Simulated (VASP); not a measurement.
# Co (Fm-3m) in VASP: further runs

Runs on Co. Level: PBE. Tasks: single point.

All numbers are computed with VASP 6.6.1; they aren't measurements. Logs are shortened: lines on timing, memory, paths and dates and some standing lists are left out, and cuts for length are marked.

## 1. The cell of the first run

It takes space group Fm-3m (No. 225, cubic). The conventional cell has a = 3.586 Å, b = 3.586 Å, c = 3.586 Å, α = 90.00°, β = 90.00°, γ = 90.00°. Within 3.3 Å of Co (site symmetry m-3m) lie 12 Co at 2.54 Å.

This isn't the form of Co at room conditions, which is hcp.

## 2. Single point, PBE

Contents of INCAR:

```
PREC = Accurate
ENCUT = 520
EDIFF = 1E-6
ISMEAR = -1
SIGMA = 0.1
LREAL = False
LASPH = True
NELM = 80
ALGO = Normal
ISIF = 2
LWAVE = False
LCHARG = True
GGA = PE
LELF = True
LVHAR = True
NBANDS = 16
```

Contents of KPOINTS:

```
regular mesh
0
Gamma
  13 13 13
```

Contents of POSCAR:

```
Co
1.0
    3.5863000000      1.7931500000      1.7931500000
    1.7931500000      3.5863000000      1.7931500000
    1.7931500000      1.7931500000      3.5863000000
Co
2
Direct
    0.0000000000      0.0000000000      0.0000000000
    0.5000000000      0.5000000000      0.5000000000
```

Potentials or basis: VASP PAW PBE potentials, release 64 (Co).

The run is started by

```
> cat potpaw_PBE.64/Co/POTCAR > POTCAR
> mpirun -np 1 vasp_std > vasp.out
```

OUTCAR:

```text
PREC = Accurate
   ENCUT = 520
   EDIFF = 1E-6
   ISMEAR = -1
   LREAL = False
   LASPH = True
   NELM = 80
   ISIF = 2
   GGA = PE

 ion  position               nearest neighbor table
   1  0.000  0.000  0.000-   2 2.54   2 2.54   2 2.54   2 2.54   2 2.54   2 2.54
   2  0.500  0.500  0.500-   1 2.54   1 2.54   1 2.54   1 2.54   1 2.54   1 2.54

  LATTYP: Found a trigonal (rhomboedric) cell.
 ALAT       =     4.3923025323
 COS(alpha) =     0.8333333333

  Lattice vectors:

 A1 = (   3.5863000000,   1.7931500000,   1.7931500000)
 A2 = (   1.7931500000,   3.5863000000,   1.7931500000)
 A3 = (   1.7931500000,   1.7931500000,   3.5863000000)

Analysis of symmetry for initial positions (statically):
=====================================================================
 Subroutine PRICEL returns following result:

  LATTYP: Found a face centered cubic cell.
 ALAT       =     3.5863000000

  Lattice vectors:

 A1 = (   0.0000000000,  -1.7931500000,   1.7931500000)
 A2 = (  -1.7931500000,  -0.0000000000,   1.7931500000)
 A3 = (  -1.7931500000,  -1.7931500000,   0.0000000000)

   2 primitive cells build up your supercell.

 Routine SETGRP: Setting up the symmetry group for a
 trigonal (rhombohedral) supercell.

 Subroutine GETGRP returns: Found 12 space group operations
 (whereof 12 operations were pure point group operations)
 out of a pool of 12 trial point group operations.

The static configuration has the point symmetry D_3d.

Analysis of symmetry for dynamics (positions and initial velocities):
=====================================================================
 Subroutine PRICEL returns following result:

  LATTYP: Found a face centered cubic cell.
 ALAT       =     3.5863000000

  Lattice vectors:

 A1 = (   0.0000000000,  -1.7931500000,   1.7931500000)
 A2 = (  -1.7931500000,  -0.0000000000,   1.7931500000)
 A3 = (  -1.7931500000,  -1.7931500000,   0.0000000000)

   2 primitive cells build up your supercell.

 Routine SETGRP: Setting up the symmetry group for a
 trigonal (rhombohedral) supercell.

 Subroutine GETGRP returns: Found 12 space group operations
 (whereof 12 operations were pure point group operations)
 out of a pool of 12 trial point group operations.

The dynamic configuration has the point symmetry D_3d.

 Subroutine INISYM returns: Found 12 space group operations
 (whereof 12 operations are pure point group operations),
 and found     2 'primitive' translations

----------------------------------------------------------------------------------------

                                     Primitive cell

  volume of cell :      11.5313

  direct lattice vectors                    reciprocal lattice vectors
     0.000000000 -1.793150000  1.793150000     0.278838915 -0.278838915  0.278838915
    -1.793150000 -0.000000000  1.793150000    -0.278838915  0.278838915  0.278838915
    -1.793150000 -1.793150000  0.000000000    -0.278838915 -0.278838915 -0.278838915

  length of vectors
     2.535897049  2.535897049  2.535897049     0.482963167  0.482963167  0.482963167

  position of ions in fractional coordinates (direct lattice)
     0.000000000  0.000000000  0.000000000

  ion indices of the primitive-cell ions
   primitive index   ion index
                 1           1

----------------------------------------------------------------------------------------

 KPOINTS: regular mesh

Automatic generation of k-mesh.
 Grid dimensions read from file:
 generate k-points for:   13   13   13

 Generating k-lattice:

  Cartesian coordinates                     Fractional coordinates (reciprocal lattice)
     0.032173721 -0.010724574 -0.010724574     0.076923077  0.000000000  0.000000000
    -0.010724574  0.032173721 -0.010724574     0.000000000  0.076923077  0.000000000
    -0.010724574 -0.010724574  0.032173721     0.000000000  0.000000000  0.076923077

  Length of vectors
     0.035569387  0.035569387  0.035569387

  Shift w.r.t. Gamma in fractional coordinates (k-lattice)
     0.000000000  0.000000000  0.000000000

 Subroutine IBZKPT returns following result:
 ===========================================

 Found    231 irreducible k-points:

 Following reciprocal coordinates:
            Coordinates               Weight
  0.000000  0.000000  0.000000      1.000000
  0.076923  0.000000  0.000000      6.000000
  0.153846  0.000000  0.000000      6.000000
  0.230769 -0.000000 -0.000000      6.000000
  0.307692  0.000000  0.000000      6.000000
  0.384615  0.000000  0.000000      6.000000
[... 16 lines left out ...]
  0.384615  0.153846  0.000000     12.000000
  0.461538  0.153846  0.000000     12.000000
 [... further k-points ...]
   k-points           NKPTS =    231   k-points in BZ     NKDIM =    231   number of bands    NBANDS=     16
   number of dos      NEDOS =    301   number of ions     NIONS =      2
   total plane-waves  NPLWV =  46656
   dimension x,y,z NGX =    36 NGY =   36 NGZ =   36
   dimension x,y,z NGXF=    72 NGYF=   72 NGZF=   72
   ions per type =               2
   NGX,Y,Z   is equivalent  to a cutoff of  13.63, 13.63, 13.63 a.u.
   NGXF,Y,Z  is equivalent  to a cutoff of  27.25, 27.25, 27.25 a.u.
 SYSTEM =  unknown system
   PREC   = accura    normal or accurate (medium, high low for compatibility)
   ISTART =      0    job   : 0-new  1-cont  2-samecut
   ICHARG =      2    charge: 1-file 2-atom 10-const
   ISPIN  =      1    spin polarized calculation?
   LNONCOLLINEAR =      F non collinear calculations
   LSORBIT =      F    spin-orbit coupling
   LASPH  =      T    aspherical Exc in radial PAW
   ENCUT  =  520.0 eV  38.22 Ry    6.18 a.u.   8.17  8.17  8.17*2*pi/ulx,y,z
   NELM   =     80;   NELMIN=  2; NELMDL= -5     # of ELM steps
   EDIFF  = 0.1E-05   stopping-criterion for ELM
   LREAL  =      F    real-space projection
   EDIFFG = 0.1E-04   stopping-criterion for IOM
   NSW    =      0    number of steps for IOM
   IBRION =     -1    ionic relax: 0-MD 1-quasi-New 2-CG
   NFREE  =      0    steps in history (QN), initial steepest desc. (CG)
   ISIF   =      2    stress and relaxation
   ISYM   =      2    0-nonsym 1-usesym 2-fastsym
   POTIM  = 0.5000    time-step for ionic-motion
   TEBEG  =    0.0;   TEEND  =   0.0 temperature during run
   PSTRESS=    0.0 pullay stress
   NELECT =      18.0000    total number of electrons
   NUPDOWN=      -1.0000    fix difference up-down
   EMIN   =  10.00;   EMAX   =-10.00  energy-range for DOS
   EFERMI =   0.00;   METHOD = LEGACY
   ISMEAR =    -1;   SIGMA  =   0.10  broadening in eV -4-tet -1-fermi 0-gaus
   EFERMI_NEDOS =   21; number of points for ismear=-14 and -15
   IALGO  =     38    algorithm
   IMIX   =      4    mixing-type and parameters
     AMIX     =   0.40;   BMIX     =  1.00
     AMIX_MAG =   1.60;   BMIX_MAG =  1.00
  volume/ion in A,a.u.               =      11.53        77.82
  Fermi-wavevector in a.u.,A,eV,Ry     =   1.507286  2.848358 30.911234  2.271912
  Thomas-Fermi vector in A             =   2.617892
   LORBIT       =      0    0 simple, 1 ext, 2 COOP (PROOUT), +10 PAW based schemes
   GGA     = PE    functional components
   LHFCALC =     F    Hartree Fock is set to
   AEXX    =    0.0000 exact exchange contribution
   IVDW    =     0    specifies the selected vdW correction
   LEPSILON=     F    determine dielectric tensor
   LRPA    =     F    only Hartree local field effects (RPA)
 non-spin polarized calculation
  energy-cutoff  :      520.00
  volume of cell :       23.06
 maximum number of plane-waves:       636
 NGX is ok and might be reduce to    36
   NGX = 17   NGY = 17   NGZ = 17

 number of electron      18.0000004 magnetization

 Free energy of the ion-electron system (eV)
  ---------------------------------------------------
  ext. energy  EPLUGINS =         0.00000000
  ---------------------------------------------------
  free energy    TOTEN  =       -13.57374161 eV

  energy without entropy =      -13.39472783  energy(sigma->0) =      -13.48423472

 E-fermi :   9.2085     XC(G=0): -13.0662

 val. band max:        9.2082660016   @ k =  -0.3846   0.2308  -0.0000
 cond. band min:       9.2084871806   @ k =  -0.1538   0.4615   0.1538
 fundamental gap:      0.0002211790
 Fermi energy:         9.2084671459

 k-point     1 :       0.0000    0.0000    0.0000
  band No.  band energies     occupation
      1       0.8485      2.00000
      2       4.9989      2.00000
      3       7.5416      2.00000
      4       7.5416      2.00000
      5       7.5927      2.00000
      6       7.5927      2.00000
[... 8 lines left out ...]
     15      31.8468      0.00000
     16      33.4532      0.00000

 k-point     2 :       0.0769    0.0000    0.0000
  band No.  band energies     occupation
      1       1.0546      2.00000
      2       5.1315      2.00000
      3       7.4297      2.00000
      4       7.5197      2.00000
      5       7.6294      2.00000
      6       7.6483      2.00000
[... 8 lines left out ...]
     15      31.4195      0.00000
     16      32.0396      0.00000

 k-point     3 :       0.1538    0.0000    0.0000
  band No.  band energies     occupation
      1       1.6570      2.00000
      2       5.4933      2.00000
      3       7.1116      2.00000
      4       7.3222      2.00000
      5       7.7670      2.00000
      6       7.7956      2.00000
[... 8 lines left out ...]
     15      29.5435      0.00000
     16      30.6795      0.00000

 k-point     4 :       0.2308   -0.0000   -0.0000
  band No.  band energies     occupation
      1       2.6002      2.00000
      2       5.9546      2.00000
      3       6.7140      2.00000
      4       7.0568      2.00000
      5       7.3762      2.00000
      6       7.8907      2.00000
[... 8 lines left out ...]
     15      26.7201      0.00000
     16      29.2187      0.00000

 k-point     5 :       0.3077    0.0000    0.0000
  band No.  band energies     occupation
      1       3.7557      2.00000
      2       6.2186      2.00000
      3       6.4173      2.00000
      4       6.7969      2.00000
      5       7.2977      2.00000
      6       7.7175      2.00000
[... 8 lines left out ...]
     15      23.9053      0.00000
     16      28.0741      0.00000

 k-point     6 :       0.3846    0.0000    0.0000
  band No.  band energies     occupation
      1       4.8519      2.00000
      2       6.0931      2.00000
      3       6.3228      2.00000
      4       6.6024      2.00000
      5       7.4867      2.00000
      6       7.5291      2.00000
[... 8 lines left out ...]
     15      21.3084      0.00000
     16      27.3369      0.00000
[... 267 lines left out ...]
 k-point    21 :       0.2308    0.1538    0.0000
  band No.  band energies     occupation
      1       2.3309      2.00000
      2       5.7127      2.00000
      3       6.7641      2.00000
      4       7.2089      2.00000
      5       7.4112      2.00000
      6       7.8254      2.00000
[... 8 lines left out ...]
     15      26.5097      0.00000
     16      26.8560      0.00000

 k-point    22 :       0.3077    0.1538   -0.0000
  band No.  band energies     occupation
      1       3.2478      2.00000
      2       6.0681      2.00000
      3       6.5658      2.00000
      4       6.9699      2.00000
      5       7.0904      2.00000
      6       7.7635      2.00000
[... 8 lines left out ...]
     15      24.9870      0.00000
     16      25.0319      0.00000

 k-point    23 :       0.3846    0.1538    0.0000
  band No.  band energies     occupation
      1       4.3372      2.00000
      2       6.2179      2.00000
      3       6.7216      2.00000
      4       6.7467      2.00000
      5       6.7607      2.00000
      6       7.5244      2.00000
[... 8 lines left out ...]
     15      23.6758      0.00000
     16      24.1638      0.00000

 k-point    24 :       0.4615    0.1538    0.0000
  band No.  band energies     occupation
      1       5.3198      2.00000
      2       6.2987      2.00000
      3       6.4506      2.00000
      4       6.5301      2.00000
      5       7.0618      2.00000
      6       7.2795      2.00000
[... 8 lines left out ...]
     15      22.3206      0.00000
     16      23.1828      0.00000

 [... further k-points ...]

------------------------ aborting loop because EDIFF is reached ----------------------------------------

  FORCE on cell =-STRESS in cart. coord.  units (eV):
  Direction    XX          YY          ZZ          XY          YZ          ZX
  --------------------------------------------------------------------------------------
  -------------------------------------------------------------------------------------
  Total       -3.0666970     -3.0666970     -3.0666970      0.0040860      0.0040860      0.0040860
  in kB     -213.0451204   -213.0451204   -213.0451204      0.2838577      0.2838577      0.2838577
  external PRESSURE =    -213.0451204 kB  Pullay stress =       0.0000000 kB

 VOLUME and BASIS-vectors are now :
 -----------------------------------------------------------------------------
  energy-cutoff  :      520.00
  volume of cell :       23.06
      direct lattice vectors                 reciprocal lattice vectors
     3.586300000  1.793150000  1.793150000     0.418258372 -0.139419457 -0.139419457
     1.793150000  3.586300000  1.793150000    -0.139419457  0.418258372 -0.139419457
     1.793150000  1.793150000  3.586300000    -0.139419457 -0.139419457  0.418258372

 POSITION                                       TOTAL-FORCE (eV/Angst)
 -----------------------------------------------------------------------------------
      0.00000      0.00000      0.00000        -0.000000      0.000000      0.000000
      3.58630      3.58630      3.58630         0.000000     -0.000000     -0.000000
 -----------------------------------------------------------------------------------
    total drift:                                0.000000      0.000000      0.000000

  FREE ENERGIE OF THE ION-ELECTRON SYSTEM (eV)
  ---------------------------------------------------
  free  energy   TOTEN  =       -13.5737416072 eV

  energy  without entropy=      -13.3947278342  energy(sigma->0) =      -13.48423472
```

It took 72 s on 1 thread of Intel Xeon 6975P-C (Granite Rapids), shared host; peak memory 0.25 GiB.

Results:

```
Free energy            : -13.5737 eV
Pressure               : -21.3 GPa
Band gap on the k mesh : zero (bands 9 and 10 overlap by 1.07 eV)
```

Levels at points of the mesh, in eV from the Fermi level:
| k point | band 5 | band 6 | band 7 | band 8 | band 9 | band 10 | band 11 | band 12 | band 13 | band 14 |
| --- | --- | --- | --- | --- | --- | --- | --- | --- | --- | --- |
| (0.00, 0.00, 0.00) | -1.62 | -1.62 | -1.62 | -0.48 | -0.48 | 0.03 | 0.29 | 0.29 | 6.33 | 21.27 |

Caveat: the cell stands under tension; the run has no spin polarisation, though such a crystal can be magnetic. Spin polarisation is off, so any magnetic state and its effect on volume and gap are missing.

## 3. Single point, PBE, collinear spin, ferromagnetic start

Contents of INCAR:

```
ALGO = Normal
EDIFF = 1E-7
ENCUT = 520
GGA = PE
ISIF = 2
ISMEAR = -1
ISPIN = 2
LASPH = True
LCHARG = False
LMAXMIX = 4
LORBIT = 11
LREAL = False
LWAVE = False
MAGMOM = 3 3
NBANDS = 20
NELM = 150
PREC = Accurate
SIGMA = 0.1
```

Contents of KPOINTS:

```
k-points
0
Gamma
  13 13 13
```

POSCAR is that of step 2.

Potentials or basis: VASP PAW PBE potentials, release 64 (Co).

The run is started by

```
> cat potpaw_PBE.64/Co/POTCAR > POTCAR
> mpirun -np 1 vasp_std > vasp.out
```

It took 4.6 min on 1 thread of Intel Xeon 6975P-C (Granite Rapids), shared host; peak memory 0.35 GiB.

The run converged. Its results:

```
Free energy                                           : -14.0341 eV
Pressure                                              : -10.6 GPa
Net moment                                            : 3.34 μB per cell
Site moments                                          : Co +1.70 μB
Valence electrons inside the program's atomic spheres : Co 8.16
```

Stress tensor (GPa, compression positive):
```
-10.62   0.11   0.11
  0.11 -10.62   0.11
  0.11   0.11 -10.62
```

Levels at points of the mesh, in eV from the Fermi level:
Spin up:
```csv
k point,band 7,band 8,band 9,band 10,band 11,band 12,band 13,band 14,band 15,band 16
"(0.00, 0.00, 0.00)",-2.64,-1.72,-1.72,-0.89,-0.89,-0.25,5.60,21.10,22.51,23.79
```
Spin down:
| k point | band 5 | band 6 | band 7 | band 8 | band 9 | band 10 |
| --- | --- | --- | --- | --- | --- | --- |
| (0.00, 0.00, 0.00) | -1.04 | -1.04 | -1.04 | -0.31 | 0.31 | 0.31 |

Caveat: the cell stands under tension.

## 4. Single point, PBE, collinear spin, antiferromagnetic start

Contents of INCAR:

```
PREC = Accurate ; ENCUT = 520
EDIFF = 1E-6 ; ISMEAR = -1
SIGMA = 0.1 ; LREAL = False
LASPH = True ; NELM = 150
ALGO = Normal ; ISIF = 2
LWAVE = False ; LCHARG = False
ISPIN = 2 ; MAGMOM = 3 -3
LORBIT = 11 ; LMAXMIX = 4
GGA = PE ; NBANDS = 20
```

Contents of KPOINTS:

```
Automatic mesh
0
Gamma
  13 13 13
```

POSCAR is that of step 3.

The run is started by

```
> cat potpaw_PBE.64/Co/POTCAR > POTCAR
> mpirun -np 1 vasp_std > vasp.out
```

It took 3.7 min on 1 thread of Intel Xeon 6975P-C (Granite Rapids), shared host; peak memory 0.35 GiB.

The run converged, but its numbers aren't listed here, since they failed a check.

Caveat: the result breaks the symmetry of the cell; the cell stands under tension; the antiferromagnetic order is the one typed at the start, and another may lie lower.

## 5. Single point, PBE, collinear spin, ferromagnetic start

Contents of INCAR:

```
ALGO = Normal ; EDIFF = 1E-7
ENCUT = 520 ; GGA = PE
ISIF = 2 ; ISMEAR = -1
ISPIN = 2 ; LASPH = True
LCHARG = True ; LELF = True
LMAXMIX = 4 ; LORBIT = 11
LREAL = False ; LVHAR = True
LWAVE = False ; MAGMOM = 1.93 1.93
NBANDS = 20 ; NELM = 150
PREC = Accurate ; SIGMA = 0.1
```

Contents of KPOINTS:

```
k-points
0
Gamma
  13 13 13
```

POSCAR is that of step 4.

Potentials or basis: VASP PAW PBE potentials, release 64 (Co).

The run is started by

```
> cat potpaw_PBE.64/Co/POTCAR > POTCAR
> mpirun -np 1 vasp_std > vasp.out
```

OUTCAR:

```text
EDIFF = 1E-7
   ENCUT = 520
   GGA = PE
   ISIF = 2
   ISMEAR = -1
   ISPIN = 2
   LASPH = True
   LORBIT = 11
   LREAL = False
   NELM = 150
   PREC = Accurate

 ion  position               nearest neighbor table
   1  0.000  0.000  0.000-   2 2.54   2 2.54   2 2.54   2 2.54   2 2.54   2 2.54
   2  0.500  0.500  0.500-   1 2.54   1 2.54   1 2.54   1 2.54   1 2.54   1 2.54

  LATTYP: Found a trigonal (rhomboedric) cell.
 ALAT       =     4.3923025323
 COS(alpha) =     0.8333333333

  Lattice vectors:

 A1 = (   3.5863000000,   1.7931500000,   1.7931500000)
 A2 = (   1.7931500000,   3.5863000000,   1.7931500000)
[... 1346 lines left out ...]

 VOLUME and BASIS-vectors are now :
 -----------------------------------------------------------------------------
  energy-cutoff  :      520.00
  volume of cell :       23.06
      direct lattice vectors                 reciprocal lattice vectors
     3.586300000  1.793150000  1.793150000     0.418258372 -0.139419457 -0.139419457
     1.793150000  3.586300000  1.793150000    -0.139419457  0.418258372 -0.139419457
     1.793150000  1.793150000  3.586300000    -0.139419457 -0.139419457  0.418258372

 POSITION                                       TOTAL-FORCE (eV/Angst)
 -----------------------------------------------------------------------------------
      0.00000      0.00000      0.00000        -0.000000      0.000000      0.000000
      3.58630      3.58630      3.58630         0.000000     -0.000000     -0.000000
 -----------------------------------------------------------------------------------
    total drift:                                0.000000      0.000000      0.000000

  FREE ENERGIE OF THE ION-ELECTRON SYSTEM (eV)
  ---------------------------------------------------
  free  energy   TOTEN  =       -14.0340654237 eV

  energy  without entropy=      -13.9552717472  energy(sigma->0) =      -13.99466859

 total charge

# of ion       s       p       d       tot
------------------------------------------
    1        0.465   0.474   7.220   8.159
    2        0.465   0.474   7.220   8.159
--------------------------------------------------
tot          0.931   0.947  14.441  16.319

 magnetization (x)

# of ion       s       p       d       tot
------------------------------------------
    1       -0.012  -0.047   1.756   1.698
    2       -0.012  -0.047   1.756   1.698
--------------------------------------------------
tot         -0.024  -0.093   3.512   3.395
```

It took 3.7 min on 1 thread of Intel Xeon 6975P-C (Granite Rapids), shared host; peak memory 0.35 GiB.

Results:

```
Free energy                                           : -14.0341 eV
Pressure                                              : -10.6 GPa
Net moment                                            : 3.34 μB per cell
Site moments                                          : Co +1.70 μB
Valence electrons inside the program's atomic spheres : Co 8.16
```

Caveat: the cell stands under tension.
